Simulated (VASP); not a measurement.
A run of VASP 6.6.1 is set up as follows.

POSCAR

```
Cu
1.0
    0.0000000000      1.7883817726      1.7883817726
    1.7883817726      0.0000000000      1.7883817726
    1.7883817726      1.7883817726      0.0000000000
Cu
1
Direct
    0.0000000000      0.0000000000      0.0000000000
```

INCAR.step1

```
SYSTEM = Cu
  ALGO = Normal
  EDIFF = 1E-5
  ENCUT = 660
  GGA = PE
  GGA_COMPAT = .FALSE.
  ISMEAR = -1
  LASPH = .TRUE.
  LCHARG = .FALSE.
  LREAL = .FALSE.
  LWAVE = .TRUE.
  NBANDS = 12
  NELM = 120
  PREC = Accurate
  SIGMA = 0.1
```

The input INCAR.step2:

```
SYSTEM = Cu
  ALGO = Normal
  EDIFF = 1E-6
  ENCUT = 660
  GGA_COMPAT = .FALSE.
  ISIF = 2
  ISMEAR = -1
  ISTART = 1
  LASPH = .TRUE.
  LCHARG = .FALSE.
  LMIXTAU = .TRUE.
  LREAL = .FALSE.
  LWAVE = .FALSE.
  METAGGA = R2SCAN
  NBANDS = 12
  NELM = 120
  PREC = Accurate
  SIGMA = 0.1
```

Contents of KPOINTS:

```
k-points
0
G
  12 12 12
  0 0 0
```

Potentials or basis: VASP PAW PBE potentials, release 64 (Cu).

The run is started by

```sh
$ cat potpaw_PBE.64/Cu/POTCAR > POTCAR
$ cp INCAR.step1 INCAR
$ mpirun -np 1 vasp_std > vasp.out
$ cp INCAR.step2 INCAR
$ mpirun -np 1 vasp_std > vasp.out
```

Question: What does it give for the pressure?

Answer: 0.5 GPa.

Question: What does it give for the band gap on the k mesh?

Answer: Zero (an odd number of electrons rules out a gap without spin polarisation).

Caveat: the PAW data sets were made with another functional, which shifts forces and pressure a little.
